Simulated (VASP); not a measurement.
# HgTe (Coloradoite) (F-43m) in VASP: further runs

The runs below take HgTe (Coloradoite) through single point, with PBE+D3(BJ).

Everything below comes from runs of VASP 6.6.1. Logs are shortened: lines on timing, memory, paths and dates and some standing lists are left out, and cuts for length are marked.

### Step 1. The cell of the first run

The structure is cubic, space group F-43m (No. 216). Conventional cell: a = 6.545 Å, b = 6.545 Å, c = 6.545 Å, α = 90.00°, β = 90.00°, γ = 90.00°. Within 3.7 Å of Hg (site symmetry -43m) lie 4 Te at 2.83 Å. Te (site symmetry -43m) has 4 Hg at 2.83 Å within 3.7 Å.

### Step 2. Single point, PBE+D3(BJ)

INCAR reads:

```
SYSTEM = HgTe
ALGO = Normal
EDIFF = 1E-6
ENCUT = 520
GGA = PE
ISIF = 2
ISMEAR = 0
IVDW = 12
LASPH = .TRUE.
LCHARG = .FALSE.
LREAL = .FALSE.
LWAVE = .FALSE.
NBANDS = 16
NELM = 100
PREC = Accurate
SIGMA = 0.05
```

KPOINTS reads:

```
k-points
0
G
  10 10 10
  0 0 0
```

POSCAR reads:

```
HgTe
1.0
    0.0000000000      3.2722782168      3.2722782168
    3.2722782168      0.0000000000      3.2722782168
    3.2722782168      3.2722782168      0.0000000000
Hg Te
1 1
Direct
    0.0000000000      0.0000000000      0.0000000000
    0.2500000000      0.2500000000      0.2500000000
```

Potentials or basis: VASP PAW PBE potentials, release 64 (Hg, Te).

The run is started by

```bash
cat potpaw_PBE.64/Hg/POTCAR potpaw_PBE.64/Te/POTCAR > POTCAR
mpirun -np 1 vasp_std > vasp.out
```

OUTCAR:

```text
SYSTEM = HgTe
   EDIFF = 1E-6
   ENCUT = 520
   GGA = PE
   ISIF = 2
   ISMEAR = 0
   IVDW = 12
   LASPH = .TRUE.
   LREAL = .FALSE.
   NELM = 100
   PREC = Accurate
 IVDW          = 12

 ion  position               nearest neighbor table
   1  0.000  0.000  0.000-   2 2.83   2 2.83   2 2.83   2 2.83
   2  0.250  0.250  0.250-   1 2.83   1 2.83   1 2.83   1 2.83

  LATTYP: Found a face centered cubic cell.
 ALAT       =     6.5445564336

  Lattice vectors:

 A1 = (   0.0000000000,   3.2722782168,   3.2722782168)
 A2 = (   3.2722782168,   0.0000000000,   3.2722782168)
 A3 = (   3.2722782168,   3.2722782168,   0.0000000000)

Analysis of symmetry for initial positions (statically):
=====================================================================
 Subroutine PRICEL returns:
 Original cell was already a primitive cell.

 Routine SETGRP: Setting up the symmetry group for a
 face centered cubic supercell.

 Subroutine GETGRP returns: Found 24 space group operations
 (whereof 24 operations were pure point group operations)
 out of a pool of 48 trial point group operations.

The static configuration has the point symmetry T_d .

Analysis of symmetry for dynamics (positions and initial velocities):
=====================================================================
 Subroutine PRICEL returns:
 Original cell was already a primitive cell.

 Routine SETGRP: Setting up the symmetry group for a
 face centered cubic supercell.

 Subroutine GETGRP returns: Found 24 space group operations
 (whereof 24 operations were pure point group operations)
 out of a pool of 48 trial point group operations.

The dynamic configuration has the point symmetry T_d .

 Subroutine INISYM returns: Found 24 space group operations
 (whereof 24 operations are pure point group operations),
 and found     1 'primitive' translations

----------------------------------------------------------------------------------------

                                     Primitive cell

  volume of cell :      70.0778

  direct lattice vectors                    reciprocal lattice vectors
     0.000000000  3.272278217  3.272278217    -0.152798744  0.152798744  0.152798744
     3.272278217  0.000000000  3.272278217     0.152798744 -0.152798744  0.152798744
     3.272278217  3.272278217  0.000000000     0.152798744  0.152798744 -0.152798744

  length of vectors
     4.627700234  4.627700234  4.627700234     0.264655187  0.264655187  0.264655187

  position of ions in fractional coordinates (direct lattice)
     0.000000000  0.000000000  0.000000000
     0.250000000  0.250000000  0.250000000

  ion indices of the primitive-cell ions
   primitive index   ion index
                 1           1
                 2           2

----------------------------------------------------------------------------------------

 KPOINTS: k-points

Automatic generation of k-mesh.
 Grid dimensions read from file:
 generate k-points for:   10   10   10

 Generating k-lattice:

  Cartesian coordinates                     Fractional coordinates (reciprocal lattice)
    -0.015279874  0.015279874  0.015279874     0.100000000  0.000000000  0.000000000
     0.015279874 -0.015279874  0.015279874     0.000000000  0.100000000  0.000000000
     0.015279874  0.015279874 -0.015279874     0.000000000  0.000000000  0.100000000

  Length of vectors
     0.026465519  0.026465519  0.026465519

  Shift w.r.t. Gamma in fractional coordinates (k-lattice)
     0.000000000  0.000000000  0.000000000

 Subroutine IBZKPT returns following result:
 ===========================================

 Found     47 irreducible k-points:

 Following reciprocal coordinates:
            Coordinates               Weight
  0.000000  0.000000  0.000000      1.000000
  0.100000  0.000000  0.000000      8.000000
  0.200000  0.000000  0.000000      8.000000
  0.300000  0.000000  0.000000      8.000000
  0.400000  0.000000  0.000000      8.000000
  0.500000  0.000000  0.000000      4.000000
[... 16 lines left out ...]
  0.300000  0.300000  0.000000      6.000000
  0.400000  0.300000  0.000000     24.000000
 [... further k-points ...]
   k-points           NKPTS =     47   k-points in BZ     NKDIM =     47   number of bands    NBANDS=     16
   number of dos      NEDOS =    301   number of ions     NIONS =      2
   total plane-waves  NPLWV =  46656
   dimension x,y,z NGX =    36 NGY =   36 NGZ =   36
   dimension x,y,z NGXF=    72 NGYF=   72 NGZF=   72
   ions per type =               1   1
   NGX,Y,Z   is equivalent  to a cutoff of  12.93, 12.93, 12.93 a.u.
   NGXF,Y,Z  is equivalent  to a cutoff of  25.87, 25.87, 25.87 a.u.
 SYSTEM =  HgTe
   PREC   = accura    normal or accurate (medium, high low for compatibility)
   ISTART =      0    job   : 0-new  1-cont  2-samecut
   ICHARG =      2    charge: 1-file 2-atom 10-const
   ISPIN  =      1    spin polarized calculation?
   LNONCOLLINEAR =      F non collinear calculations
   LSORBIT =      F    spin-orbit coupling
   LASPH  =      T    aspherical Exc in radial PAW
   ENCUT  =  520.0 eV  38.22 Ry    6.18 a.u.   8.60  8.60  8.60*2*pi/ulx,y,z
   NELM   =    100;   NELMIN=  2; NELMDL= -5     # of ELM steps
   EDIFF  = 0.1E-05   stopping-criterion for ELM
   LREAL  =      F    real-space projection
   EDIFFG = 0.1E-04   stopping-criterion for IOM
   NSW    =      0    number of steps for IOM
   IBRION =     -1    ionic relax: 0-MD 1-quasi-New 2-CG
   NFREE  =      0    steps in history (QN), initial steepest desc. (CG)
   ISIF   =      2    stress and relaxation
   ISYM   =      2    0-nonsym 1-usesym 2-fastsym
   POTIM  = 0.5000    time-step for ionic-motion
   TEBEG  =    0.0;   TEEND  =   0.0 temperature during run
   PSTRESS=    0.0 pullay stress
   NELECT =      18.0000    total number of electrons
   NUPDOWN=      -1.0000    fix difference up-down
   EMIN   =  10.00;   EMAX   =-10.00  energy-range for DOS
   EFERMI =   0.00;   METHOD = LEGACY
   ISMEAR =     0;   SIGMA  =   0.05  broadening in eV -4-tet -1-fermi 0-gaus
   EFERMI_NEDOS =   21; number of points for ismear=-14 and -15
   IALGO  =     38    algorithm
   IMIX   =      4    mixing-type and parameters
     AMIX     =   0.40;   BMIX     =  1.00
     AMIX_MAG =   1.60;   BMIX_MAG =  1.00
  volume/ion in A,a.u.               =      35.04       236.45
  Fermi-wavevector in a.u.,A,eV,Ry     =   1.040652  1.966547 14.734514  1.082956
  Thomas-Fermi vector in A             =   2.175237
   LORBIT       =      0    0 simple, 1 ext, 2 COOP (PROOUT), +10 PAW based schemes
   GGA     = PE    functional components
   LHFCALC =     F    Hartree Fock is set to
   AEXX    =    0.0000 exact exchange contribution
   IVDW    =    12    specifies the selected vdW correction
   LEPSILON=     F    determine dielectric tensor
   LRPA    =     F    only Hartree local field effects (RPA)
 non-spin polarized calculation
 Gauss-broadening in eV      SIGMA  =   0.05
  energy-cutoff  :      520.00
  volume of cell :       70.08
 maximum number of plane-waves:      1917
   NGX = 17   NGY = 17   NGZ = 17

 number of electron      18.0000002 magnetization

 Free energy of the ion-electron system (eV)
  ---------------------------------------------------
  ext. energy  EPLUGINS =         0.00000000
  ---------------------------------------------------
  free energy    TOTEN  =        -3.63030380 eV

  energy without entropy =       -3.63022560  energy(sigma->0) =       -3.63026470

 E-fermi :   2.7257     XC(G=0):  -8.5745

 val. band max:        2.7103379265   @ k =   0.0000   0.0000   0.0000
 cond. band min:       3.2066041530   @ k =   0.1000   0.0000   0.0000
 fundamental gap:      0.4962662265
 Fermi energy:         2.7257158330

 k-point     1 :       0.0000    0.0000    0.0000
  band No.  band energies     occupation
      1      -9.0163      2.00000
      2      -4.4325      2.00000
      3      -4.4325      2.00000
      4      -4.4325      2.00000
      5      -3.9466      2.00000
      6      -3.9466      2.00000
[... 8 lines left out ...]
     15      12.2099      0.00000
     16      12.2099      0.00000

 k-point     2 :       0.1000    0.0000    0.0000
  band No.  band energies     occupation
      1      -8.9700      2.00000
      2      -4.4196      2.00000
      3      -4.4196      2.00000
      4      -4.4143      2.00000
      5      -3.9479      2.00000
      6      -3.9479      2.00000
[... 8 lines left out ...]
     15      11.5915      0.00000
     16      11.5915      0.00000

 k-point     3 :       0.2000    0.0000    0.0000
  band No.  band energies     occupation
      1      -8.8451      2.00000
      2      -4.3873      2.00000
      3      -4.3873      2.00000
      4      -4.3435      2.00000
      5      -3.9488      2.00000
      6      -3.9488      2.00000
[... 8 lines left out ...]
     15      11.2073      0.00000
     16      11.2073      0.00000

 k-point     4 :       0.3000    0.0000    0.0000
  band No.  band energies     occupation
      1      -8.6828      2.00000
      2      -4.3514      2.00000
      3      -4.3514      2.00000
      4      -4.1792      2.00000
      5      -3.9438      2.00000
      6      -3.9438      2.00000
[... 8 lines left out ...]
     15      11.3844      0.00000
     16      11.3844      0.00000
[... 324 lines left out ...]
 k-point    22 :      -0.2000    0.2000    0.0000
  band No.  band energies     occupation
      1      -8.6263      2.00000
      2      -4.3335      2.00000
      3      -4.3152      2.00000
      4      -4.1685      2.00000
      5      -3.9665      2.00000
      6      -3.9132      2.00000
[... 8 lines left out ...]
     15      12.0986      0.00000
     16      12.3911      0.00000

 k-point    23 :       0.3000    0.3000    0.0000
  band No.  band energies     occupation
      1      -8.5681      2.00000
      2      -4.3121      2.00000
      3      -4.2428      2.00000
      4      -4.2428      2.00000
      5      -3.9428      2.00000
      6      -3.9093      2.00000
[... 8 lines left out ...]
     15      12.6376      0.00000
     16      13.6318      0.00000

 k-point    24 :       0.4000    0.3000    0.0000
  band No.  band energies     occupation
      1      -8.4573      2.00000
      2      -4.2787      2.00000
      3      -4.2030      2.00000
      4      -4.1720      2.00000
      5      -3.9039      2.00000
      6      -3.8508      2.00000
[... 8 lines left out ...]
     15      12.9038      0.00000
     16      14.0671      0.00000

 [... further k-points ...]

------------------------ aborting loop because EDIFF is reached ----------------------------------------

 Edisp (eV)   -0.68976

 E8    (eV) :    -0.3124

  FORCE on cell =-STRESS in cart. coord.  units (eV):
  Direction    XX          YY          ZZ          XY          YZ          ZX
  --------------------------------------------------------------------------------------
  -------------------------------------------------------------------------------------
  Total       0.03304     0.03304     0.03304    -0.00000     0.00000     0.00000
  in kB       0.75541     0.75541     0.75541    -0.00000     0.00000     0.00000
  external pressure =        0.76 kB  Pullay stress =        0.00 kB

 VOLUME and BASIS-vectors are now :
 -----------------------------------------------------------------------------
  energy-cutoff  :      520.00
  volume of cell :       70.08
      direct lattice vectors                 reciprocal lattice vectors
     0.000000000  3.272278217  3.272278217    -0.152798744  0.152798744  0.152798744
     3.272278217  0.000000000  3.272278217     0.152798744 -0.152798744  0.152798744
     3.272278217  3.272278217  0.000000000     0.152798744  0.152798744 -0.152798744

 POSITION                                       TOTAL-FORCE (eV/Angst)
 -----------------------------------------------------------------------------------
      0.00000      0.00000      0.00000        -0.000000     -0.000000     -0.000000
      1.63614      1.63614      1.63614         0.000000      0.000000      0.000000
 -----------------------------------------------------------------------------------
    total drift:                               -0.000000     -0.000000     -0.000000

  FREE ENERGIE OF THE ION-ELECTRON SYSTEM (eV)
  ---------------------------------------------------
  free  energy   TOTEN  =        -4.3200670650 eV

  energy  without entropy=       -4.3199888674  energy(sigma->0) =       -4.32002797
```

Wall time 18 s (1 thread of Intel Xeon 6975P-C (Granite Rapids), shared host); peak memory 0.24 GiB.

Results:

* Free energy: -4.3201 eV
* Pressure: 0.1 GPa
* Band gap on the k mesh: zero (filled and empty bands touch)
* Dispersion energy per atom: -0.345 eV

Caveat: spin-orbit coupling is left out, which moves the levels of the heavy elements; pairwise dispersion overbinds metals, which lowers pressure and volume.

### Step 3. Single point, PBE+D3(BJ) (volume scaled by 1.040)

INCAR reads:

```
SYSTEM = HgTe
PREC = Accurate
ENCUT = 520
EDIFF = 1E-6
ISMEAR = 0
SIGMA = 0.05
LREAL = .FALSE.
LASPH = .TRUE.
NELM = 100
ALGO = Normal
ISIF = 2
LWAVE = .FALSE.
LCHARG = .TRUE.
GGA = PE
IVDW = 12
LELF = .TRUE.
LVHAR = .TRUE.
NBANDS = 16
```

KPOINTS reads:

```
Automatic mesh
0
G
  10 10 10
  0 0 0
```

POSCAR reads:

```
HgTe
1.0
    0.0000000000      3.3153394473      3.3153394473
    3.3153394473      0.0000000000      3.3153394473
    3.3153394473      3.3153394473      0.0000000000
Hg Te
1 1
Direct
    0.0000000000      0.0000000000      0.0000000000
    0.2500000000      0.2500000000      0.2500000000
```

Potentials or basis: VASP PAW PBE potentials, release 64 (Hg, Te).

The run is started by

```bash
cat potpaw_PBE.64/Hg/POTCAR potpaw_PBE.64/Te/POTCAR > POTCAR
mpirun -np 1 vasp_std > vasp.out
```

Run time: 20 s. Hardware: 1 thread of Intel Xeon 6975P-C (Granite Rapids), shared host; peak memory 0.24 GiB.

The run converged. Its results:

```yaml
Free_energy: -4.3091 eV
Pressure: -1.3 GPa
Band_gap_on_the_k_mesh: zero (filled and empty bands touch)
Dispersion_energy_per_atom: -0.329 eV
```

Levels at points of the mesh, in eV from the Fermi level:
```
           k point  band 6  band 7  band 8  band 9  band 10  band 11  band 12  band 13
(0.00, 0.00, 0.00)   -6.51   -0.92   -0.02   -0.02    -0.02     4.34     4.34     4.34
(0.50, 0.00, 0.00)   -6.25   -5.02   -0.86   -0.86     0.69     5.09     5.09     6.80
(0.50, 0.50, 0.00)   -6.14   -5.04   -1.98   -1.98     1.90     2.67     7.94     8.53
```

Caveat: spin-orbit coupling is left out, which moves the levels of the heavy elements; pairwise dispersion overbinds metals, which lowers pressure and volume.
